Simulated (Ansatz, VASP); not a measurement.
## As in VASP and in Ansatz

The input INCAR:

```
SYSTEM = As
ALGO = Normal
EDIFF = 1E-7
ENCUT = 520
GGA = RE
ISIF = 2
ISMEAR = -1
LASPH = .True.
LCHARG = .False.
LREAL = .False.
LWAVE = .False.
NBANDS = 8
NELM = 60
PREC = Accurate
SIGMA = 0.1
```

Contents of KPOINTS:

```
k-points
0
Gamma
  13 13 13
  0 0 0
```

File POSCAR:

```
As
1.0
    2.8194400114      0.0000000000      0.0000000000
    0.0000000000      2.8194400114      0.0000000000
    0.0000000000      0.0000000000      2.8194400114
As
1
Direct
    0.0000000000      0.0000000000      0.0000000000
```

Input for Ansatz:

```yaml
crystal:
  lattice:
    - [2.8194400114, 0.0, 0.0]
    - [0.0, 2.8194400114, 0.0]
    - [0.0, 0.0, 2.8194400114]
  atoms:
    - { symbol: As, position: [0.0, 0.0, 0.0] }
hamiltonian:
  xc: revpbe
  pseudopotentials:
    kind: paw
    azcp:
      As: "pseudopotentials/As.paw.azcp"
basis:
  ecutwfc: 420
  fft_grid_basis: typed
kpoints:
  mp_grid: { grid: [13, 13, 13], shift: [0, 0, 0] }
magnetization:
  spin_polarized: false
scf:
  occupations: { method: fermi_dirac, width: 0.1 }
  lower_state_search: "off"
output:
  stress: true
```

Alike in both runs: task single point; functional revPBE; k mesh 13 × 13 × 13; occupations fermi-dirac, width 0.1 eV; no spin polarisation.

|  | VASP | Ansatz |
| --- | --- | --- |
| version | VASP 6.6.1 | Ansatz 0.2.0 |
| potentials or method | VASP PAW PBE potentials, release 64 (As), cutoff 520 eV | plane waves (420 eV) with PAW, scalar-relativistic |
| valence electrons in the cell | 5 | 15 |

```tsv
	VASP	Ansatz	Ansatz less VASP
pressure (GPa)	-5.1	-5.1	-0.04
```

VASP's potentials were made for PBE, not for revPBE. VASP's potentials hold 5 valence electrons a cell and Ansatz's 15, so a difference there can come from the potentials and not from the codes.
